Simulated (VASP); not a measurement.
# Co (P6_3/mmc) in VASP: notebook

Co is run at these levels: PBE; tasks: single point.

Program: VASP 6.6.1. These are calculated values, not measurements. Logs are shortened: lines on timing, memory, paths and dates and some standing lists are left out, and cuts for length are marked.

## (1) The cell of the first run

It takes space group P6_3/mmc (No. 194, hexagonal). Conventional cell: a = 2.421 Å, b = 2.421 Å, c = 3.929 Å, α = 90.00°, β = 90.00°, γ = 120.00°. Within 3.2 Å of Co (site symmetry -6m2) lie 12 Co at 2.41 to 2.42 Å.

## (2) Single point, PBE, collinear spin, ferromagnetic start

The input, INCAR:

```
PREC = Accurate
ENCUT = 520
EDIFF = 1E-7
ISMEAR = 0
SIGMA = 0.1
LREAL = F
LASPH = T
NELM = 150
ALGO = Normal
ISIF = 2
LWAVE = F
LCHARG = T
ISPIN = 2
MAGMOM = 2.5 2.5
LORBIT = 11
LMAXMIX = 4
GGA = PE
LELF = T
LVHAR = T
NBANDS = 20
```

The input, KPOINTS:

```
regular mesh
0
Gamma
  13 13 7
```

The input, POSCAR:

```
Co
1.0
    2.4208680830      0.0000000000      0.0000000000
   -1.2104340415      2.0965332615      0.0000000000
    0.0000000000      0.0000000000      3.9294452464
Co
2
Direct
    0.3333333333      0.6666666667      0.2500000000
    0.6666666667      0.3333333333      0.7500000000
```

Potentials or basis: VASP PAW PBE potentials, release 64 (Co).

The run is started by

```sh
$ cat potpaw_PBE.64/Co/POTCAR > POTCAR
$ mpirun -np 1 vasp_std > vasp.out
```

OUTCAR:

```text
PREC = Accurate
   ENCUT = 520
   EDIFF = 1E-7
   ISMEAR = 0
   LREAL = F
   LASPH = T
   NELM = 150
   ISIF = 2
   ISPIN = 2
   LORBIT = 11
   GGA = PE

 ion  position               nearest neighbor table
   1  0.333  0.667  0.250-   2 2.41   2 2.41   2 2.41   2 2.41   2 2.41   2 2.41
   2  0.667  0.333  0.750-   1 2.41   1 2.41   1 2.41   1 2.41   1 2.41   1 2.41

  LATTYP: Found a hexagonal cell.
 ALAT       =     2.4208680830
 C/A-ratio  =     1.6231554598

  Lattice vectors:

 A1 = (   2.4208680830,   0.0000000000,   0.0000000000)
 A2 = (  -1.2104340415,   2.0965332615,   0.0000000000)
 A3 = (   0.0000000000,   0.0000000000,   3.9294452464)

Analysis of symmetry for initial positions (statically):
=====================================================================
 Subroutine PRICEL returns:
 Original cell was already a primitive cell.

 Routine SETGRP: Setting up the symmetry group for a
 hexagonal supercell.

 Subroutine GETGRP returns: Found 24 space group operations
 (whereof 12 operations were pure point group operations)
 out of a pool of 24 trial point group operations.

The static configuration has the point symmetry D_3d.
 The point group associated with its full space group is D_6h.

Analysis of symmetry for dynamics (positions and initial velocities):
=====================================================================
 Subroutine PRICEL returns:
 Original cell was already a primitive cell.

 Routine SETGRP: Setting up the symmetry group for a
 hexagonal supercell.

 Subroutine GETGRP returns: Found 24 space group operations
 (whereof 12 operations were pure point group operations)
 out of a pool of 24 trial point group operations.

The dynamic configuration has the point symmetry D_3d.
 The point group associated with its full space group is D_6h.

Analysis of structural, dynamic, and magnetic symmetry:
=====================================================================
 Subroutine PRICEL returns:
 Original cell was already a primitive cell.

 Routine SETGRP: Setting up the symmetry group for a
 hexagonal supercell.

 Subroutine GETGRP returns: Found 24 space group operations
 (whereof 12 operations were pure point group operations)
 out of a pool of 24 trial point group operations.

The overall configuration has the point symmetry D_3d.
 The point group associated with its full space group is D_6h.

 Subroutine INISYM returns: Found 24 space group operations
 (whereof 12 operations are pure point group operations),
 and found     1 'primitive' translations

----------------------------------------------------------------------------------------

                                     Primitive cell

  volume of cell :      19.9436

  direct lattice vectors                    reciprocal lattice vectors
     2.420868083  0.000000000  0.000000000     0.413074966  0.238488942  0.000000000
    -1.210434041  2.096533261  0.000000000     0.000000000  0.476977885  0.000000000
     0.000000000  0.000000000  3.929445246     0.000000000  0.000000000  0.254488850

  length of vectors
     2.420868083  2.420868085  3.929445246     0.476977885  0.476977885  0.254488850

  position of ions in fractional coordinates (direct lattice)
     0.333333333  0.666666667  0.250000000
     0.666666667  0.333333333  0.750000000

  ion indices of the primitive-cell ions
   primitive index   ion index
                 1           1
                 2           2

----------------------------------------------------------------------------------------

 KPOINTS: regular mesh

Automatic generation of k-mesh.
 Grid dimensions read from file:
 generate k-points for:   13   13    7

 Generating k-lattice:

  Cartesian coordinates                     Fractional coordinates (reciprocal lattice)
     0.031774997  0.018345303  0.000000000     0.076923077  0.000000000  0.000000000
     0.000000000  0.036690607  0.000000000     0.000000000  0.076923077  0.000000000
     0.000000000  0.000000000  0.036355550     0.000000000  0.000000000  0.142857143

  Length of vectors
     0.036690607  0.036690607  0.036355550

  Shift w.r.t. Gamma in fractional coordinates (k-lattice)
     0.000000000  0.000000000  0.000000000

 Subroutine IBZKPT returns following result:
 ===========================================

 Found     84 irreducible k-points:

 Following reciprocal coordinates:
            Coordinates               Weight
  0.000000  0.000000  0.000000      1.000000
  0.076923  0.000000  0.000000      6.000000
  0.153846  0.000000  0.000000      6.000000
  0.230769  0.000000  0.000000      6.000000
  0.307692  0.000000  0.000000      6.000000
  0.384615  0.000000  0.000000      6.000000
[... 16 lines left out ...]
  0.076923  0.000000  0.142857     12.000000
  0.153846  0.000000  0.142857     12.000000
 [... further k-points ...]
   k-points           NKPTS =     84   k-points in BZ     NKDIM =     84   number of bands    NBANDS=     20
   number of dos      NEDOS =    301   number of ions     NIONS =      2
   total plane-waves  NPLWV =   9720
   dimension x,y,z NGX =    18 NGY =   18 NGZ =   30
   dimension x,y,z NGXF=    36 NGYF=   36 NGZF=   60
   ions per type =               2
   NGX,Y,Z   is equivalent  to a cutoff of  12.36, 12.36, 12.69 a.u.
   NGXF,Y,Z  is equivalent  to a cutoff of  24.72, 24.72, 25.38 a.u.
 SYSTEM =  unknown system
   PREC   = accura    normal or accurate (medium, high low for compatibility)
   ISTART =      0    job   : 0-new  1-cont  2-samecut
   ICHARG =      2    charge: 1-file 2-atom 10-const
   ISPIN  =      2    spin polarized calculation?
   LNONCOLLINEAR =      F non collinear calculations
   LSORBIT =      F    spin-orbit coupling
   LASPH  =      T    aspherical Exc in radial PAW
   ENCUT  =  520.0 eV  38.22 Ry    6.18 a.u.   4.50  4.50  7.31*2*pi/ulx,y,z
   NELM   =    150;   NELMIN=  2; NELMDL= -5     # of ELM steps
   EDIFF  = 0.1E-06   stopping-criterion for ELM
   LREAL  =      F    real-space projection
   EDIFFG = 0.1E-05   stopping-criterion for IOM
   NSW    =      0    number of steps for IOM
   IBRION =     -1    ionic relax: 0-MD 1-quasi-New 2-CG
   NFREE  =      0    steps in history (QN), initial steepest desc. (CG)
   ISIF   =      2    stress and relaxation
   ISYM   =      2    0-nonsym 1-usesym 2-fastsym
   POTIM  = 0.5000    time-step for ionic-motion
   TEBEG  =    0.0;   TEEND  =   0.0 temperature during run
   PSTRESS=    0.0 pullay stress
   NELECT =      18.0000    total number of electrons
   NUPDOWN=      -1.0000    fix difference up-down
   EMIN   =  10.00;   EMAX   =-10.00  energy-range for DOS
   EFERMI =   0.00;   METHOD = LEGACY
   ISMEAR =     0;   SIGMA  =   0.10  broadening in eV -4-tet -1-fermi 0-gaus
   EFERMI_NEDOS =   21; number of points for ismear=-14 and -15
   IALGO  =     38    algorithm
   IMIX   =      4    mixing-type and parameters
     AMIX     =   0.40;   BMIX     =  1.00
     AMIX_MAG =   1.60;   BMIX_MAG =  1.00
  volume/ion in A,a.u.               =       9.97        67.29
  Fermi-wavevector in a.u.,A,eV,Ry     =   1.582089  2.989715 34.055466  2.503006
  Thomas-Fermi vector in A             =   2.682065
   LORBIT       =     11    0 simple, 1 ext, 2 COOP (PROOUT), +10 PAW based schemes
   GGA     = PE    functional components
   LHFCALC =     F    Hartree Fock is set to
   AEXX    =    0.0000 exact exchange contribution
   IVDW    =     0    specifies the selected vdW correction
   LEPSILON=     F    determine dielectric tensor
   LRPA    =     F    only Hartree local field effects (RPA)
 spin polarized calculation
 Gauss-broadening in eV      SIGMA  =   0.10
  energy-cutoff  :      520.00
  volume of cell :       19.94
 maximum number of plane-waves:       557
 NGX is ok and might be reduce to    18
   NGX =  9   NGY =  9   NGZ = 15

 number of electron      17.9999995 magnetization       3.1015652

 Free energy of the ion-electron system (eV)
  ---------------------------------------------------
  ext. energy  EPLUGINS =         0.00000000
  ---------------------------------------------------
  free energy    TOTEN  =       -13.97305717 eV

  energy without entropy =      -13.96431210  energy(sigma->0) =      -13.96868464

 E-fermi :  11.4729     XC(G=0): -13.9081

 val. band max:       11.4576597201   @ k =   0.3077   0.0000   0.4286
 cond. band min:      11.4785912429   @ k =   0.4615   0.0769   0.2857
 fundamental gap:      0.0209315228
 Fermi energy:        11.4728937087

 spin component 1

 k-point     1 :       0.0000    0.0000    0.0000
  band No.  band energies     occupation
      1       2.0944      1.00000
      2       5.9586      1.00000
      3       8.7478      1.00000
      4       8.7945      1.00000
      5       8.7945      1.00000
      6       9.1492      1.00000
[... 12 lines left out ...]
     19      38.9815      0.00000
     20      38.9815      0.00000
[... 507 lines left out ...]
 k-point    24 :       0.1538    0.0000    0.1429
  band No.  band energies     occupation
      1       3.1641      1.00000
      2       6.4478      1.00000
      3       8.2815      1.00000
      4       8.4319      1.00000
      5       8.8239      1.00000
      6       9.0692      1.00000
[... 12 lines left out ...]
     19      39.6986      0.00000
     20      40.7814      0.00000

 [... further k-points ...]

 spin component 2

 k-point     1 :       0.0000    0.0000    0.0000
  band No.  band energies     occupation
      1       2.1003      1.00000
      2       6.8694      1.00000
      3      10.3243      1.00000
      4      10.3753      1.00000
      5      10.3753      1.00000
      6      10.7849      1.00000
[... 12 lines left out ...]
     19      39.2811      0.00000
     20      39.2811      0.00000
[... 507 lines left out ...]
 k-point    24 :       0.1538    0.0000    0.1429
  band No.  band energies     occupation
      1       3.1799      1.00000
      2       7.3317      1.00000
      3       9.4611      1.00000
      4       9.7551      1.00000
      5      10.4020      1.00000
      6      10.6862      1.00000
[... 12 lines left out ...]
     19      39.8316      0.00000
     20      41.0063      0.00000

 [... further k-points ...]

------------------------ aborting loop because EDIFF is reached ----------------------------------------

  FORCE on cell =-STRESS in cart. coord.  units (eV):
  Direction    XX          YY          ZZ          XY          YZ          ZX
  --------------------------------------------------------------------------------------
  -------------------------------------------------------------------------------------
  Total        2.7553854      2.7553854      2.4339130      0.0000000      0.0000000      0.0000000
  in kB      221.3547299    221.3547304    195.5291462      0.0000000      0.0000000      0.0000000
  external PRESSURE =     212.7462022 kB  Pullay stress =       0.0000000 kB

 VOLUME and BASIS-vectors are now :
 -----------------------------------------------------------------------------
  energy-cutoff  :      520.00
  volume of cell :       19.94
      direct lattice vectors                 reciprocal lattice vectors
     2.420868083  0.000000000  0.000000000     0.413074966  0.238488942  0.000000000
    -1.210434041  2.096533261  0.000000000     0.000000000  0.476977885  0.000000000
     0.000000000  0.000000000  3.929445246     0.000000000  0.000000000  0.254488850

 POSITION                                       TOTAL-FORCE (eV/Angst)
 -----------------------------------------------------------------------------------
     -0.00000      1.39769      0.98236        -0.000000     -0.000000      0.000000
      1.21043      0.69884      2.94708         0.000000      0.000000      0.000000
 -----------------------------------------------------------------------------------
    total drift:                               -0.000000     -0.000000     -0.000000

  FREE ENERGIE OF THE ION-ELECTRON SYSTEM (eV)
  ---------------------------------------------------
  free  energy   TOTEN  =       -13.9730571728 eV

  energy  without entropy=      -13.9643121039  energy(sigma->0) =      -13.96868464

 total charge

# of ion       s       p       d       tot
------------------------------------------
    1        0.526   0.600   7.326   8.452
    2        0.526   0.600   7.326   8.452
--------------------------------------------------
tot          1.052   1.200  14.652  16.904

 magnetization (x)

# of ion       s       p       d       tot
------------------------------------------
    1       -0.016  -0.058   1.629   1.555
    2       -0.016  -0.058   1.629   1.555
--------------------------------------------------
tot         -0.033  -0.116   3.258   3.110
```

Run time: 48 s. Hardware: 1 thread of Intel Xeon Platinum 8488C (Sapphire Rapids), shared host; peak memory 0.17 GiB.

Results:

* Free energy: -13.9731 eV
* Pressure: 21.3 GPa
* Net moment: 3.10 μB per cell
* Site moments: Co +1.55 μB
* Valence electrons inside the program's atomic spheres: Co 8.45

## (3) Single point, PBE, collinear spin, ferromagnetic start

This run uses another cell than the first one, of 10.25 Å³/atom, 1.028 times its volume.

The input, INCAR:

```
SYSTEM = Co
  PREC = Accurate
  ENCUT = 520
  EDIFF = 1E-6
  ISMEAR = 0
  SIGMA = 0.1
  LREAL = .FALSE.
  LASPH = .TRUE.
  NELM = 150
  ALGO = Normal
  ISIF = 2
  LWAVE = .FALSE.
  LCHARG = .FALSE.
  ISPIN = 2
  MAGMOM = 2.5 2.5
  LORBIT = 11
  LMAXMIX = 4
  GGA = PE
  NBANDS = 20
```

The input, KPOINTS:

```
Automatic mesh
0
G
  13 13 7
  0 0 0
```

The input, POSCAR:

```
Co
1.0
    2.4430791226      0.0000000000      0.0000000000
   -1.2215395613      2.1157685861      0.0000000000
    0.0000000000      0.0000000000      3.9654972166
Co
2
Direct
    0.3333333333      0.6666666667      0.2500000000
    0.6666666667      0.3333333333      0.7500000000
```

Potentials or basis: VASP PAW PBE potentials, release 64 (Co).

The run is started by

```sh
$ cat potpaw_PBE.64/Co/POTCAR > POTCAR
$ mpirun -np 1 vasp_std > vasp.out
```

It took 35 s on 1 thread of Intel Xeon Platinum 8488C (Sapphire Rapids), shared host; peak memory 0.17 GiB.

It converged, with:

* Free energy: -14.0323 eV
* Pressure: 13.2 GPa
* Net moment: 3.13 μB per cell
* Site moments: Co +1.58 μB
* Valence electrons inside the program's atomic spheres: Co 8.39

Stress tensor (GPa, compression positive):
```
13.95  0.00  0.00
 0.00 13.95  0.00
 0.00  0.00 11.74
```

Levels at points of the mesh, in eV from the Fermi level:
Spin up:
```csv
k point,band 7,band 8,band 9,band 10,band 11,band 12,band 13,band 14,band 15,band 16
"(0.00, 0.00, 0.00)",-2.30,-1.91,-1.91,-0.72,-0.72,-0.12,6.85,22.54,25.72,25.72
```
Spin down:
```
           k point  band 3  band 4  band 5  band 6  band 7  band 8  band 9  band 10  band 11  band 12
(0.00, 0.00, 0.00)   -1.10   -1.05   -1.05   -0.65   -0.65   -0.18   -0.18    -0.18     1.12     1.12
```
